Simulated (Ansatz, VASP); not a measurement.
## Two plane-wave programs on GdTiF2

INCAR

```
SYSTEM = GdTiF2
PREC     = Accurate       ! precision mode
ENCUT    = 520            ! plane-wave cutoff, eV
EDIFF    = 1E-6           ! SCF threshold, eV
ISMEAR   = 0              ! smearing method
SIGMA    = 0.1            ! smearing width, eV
LREAL    = .False.        ! projectors in reciprocal space
LASPH    = .True.         ! aspherical terms in the spheres
NELM     = 150            ! most SCF steps
ALGO     = Normal         ! electronic algorithm
ISIF     = 2              ! what is computed and relaxed
LWAVE    = .False.        ! write WAVECAR
LCHARG   = .False.        ! write CHGCAR
ISPIN    = 2              ! spin polarisation
MAGMOM   = 7 1 0 0        ! initial moments
LORBIT   = 11             ! projections on sites
LMAXMIX  = 6              ! l up to which the mixer works
GGA      = PE             ! functional
NBANDS   = 34             ! bands
```

The input KPOINTS:

```
Automatic mesh
0
Gamma
  6 6 4
  0 0 0
```

POSCAR

```
GdTiF2
1.0
    3.7333597400      0.0000000000      0.0000000000
   -1.8666798700      3.2331843700      0.0000000000
    0.0000000000      0.0000000000      6.3648954800
Gd Ti F
1 1 2
Direct
    0.0000000000      0.0000000000      0.5000000000
    0.0000000000      0.0000000000      0.0000000000
    0.3333333300      0.6666666700      0.5000000000
    0.6666666700      0.3333333300      0.5000000000
```

Input for Ansatz:

```yaml
crystal:
  lattice:
    - [3.73335974, 0.0, 0.0]
    - [-1.86667987, 3.23318437, 0.0]
    - [0.0, 0.0, 6.36489548]
  atoms:
    - { symbol: Gd, position: [0.0, 0.0, 0.5], spin: 7.0 }
    - { symbol: Ti, position: [0.0, 0.0, 0.0], spin: 1.0 }
    - { symbol: F, position: [0.33333333, 0.66666667, 0.5] }
    - { symbol: F, position: [0.66666667, 0.33333333, 0.5] }
basis:
  ecutwfc: 420
kpoints:
  mp_grid: { grid: [6, 6, 4] }
hamiltonian:
  xc: pbe
scf:
  occupations: { method: gaussian, width: 0.1 }
  lower_state_search: "off"
output:
  forces: true
  stress: true
  eigenvalues: true
  populations: true
magnetization:
  spin_polarized: true
```

Alike in both runs: task single point; functional PBE; k mesh 6 × 6 × 4; occupations gaussian, width 0.1 eV; collinear spin.

|  | VASP | Ansatz |
| --- | --- | --- |
| version | VASP 6.6.1 | Ansatz 0.2.0 |
| potentials or method | VASP PAW PBE potentials, release 64 (Gd, Ti_sv, F), cutoff 520 eV | scalar-relativistic, plane waves, PAW |
| valence electrons in the cell | 44 | 44 |

|  | VASP | Ansatz | Ansatz less VASP |
| --- | --- | --- | --- |
| gap on the k mesh at the Fermi level (eV) | none | none | - |
| pressure (GPa) | 20.7 | 20.5 | -0.25 |
| traceless stress, the component that is largest in VASP (GPa) | -12.63 | -12.18 | +0.443 |
| net moment per atom (μB) | 2.51 | 2.51 | 0.000 |
| size of the moment on the site where the two differ most (μB) | 1.83 | 2.06 | +0.230 |

Site moments also hang on the region over which each program counts them. A gap of «none» marks a metal or a gap that the smearing closes.

Neither program's run includes spin-orbit coupling.
